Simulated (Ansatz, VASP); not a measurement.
One calculation of BN, two programs

```
B N
1.0
     4.42422    0.00000    0.00000
     0.00000    4.42422    0.00000
     0.00000    0.00000    2.55036
B N
4 4
Direct
  0.17428 0.82572 0.50000
  0.32572 0.32572 0.00000
  0.67428 0.67428 0.00000
  0.82572 0.17428 0.50000
  0.81260 0.81260 0.50000
  0.31260 0.68740 0.00000
  0.68740 0.31260 0.00000
  0.18740 0.18740 0.50000
```

Alike in both runs: task relaxation of cell and atoms; functional PBEsol; k mesh 6 × 6 × 10; occupations gaussian, width 0.02 eV; no spin polarisation.

```csv
,VASP,Ansatz
version,VASP 6.6.1,Ansatz 0.2.0
potentials or method,"VASP PAW PBE potentials, release 64 (B, N), cutoff 600 eV","scalar-relativistic, plane waves, PAW"
valence electrons in the cell,32,32
```

Ansatz gave:

- gap on the k mesh at the Fermi level, each at its own relaxed structure (eV): 4.60
- relaxed volume (Å³/atom): 6.14
- relaxed cell length with the largest relative difference (Å): 2.538

Q: What did VASP give for the same quantities?

A: gap on the k mesh at the Fermi level, each at its own relaxed structure (eV): 4.59; relaxed volume (Å³/atom): 6.14; relaxed cell length with the largest relative difference (Å): 2.539.

VASP's potentials were made for PBE, not for PBEsol, and Ansatz warns of the same on its side.
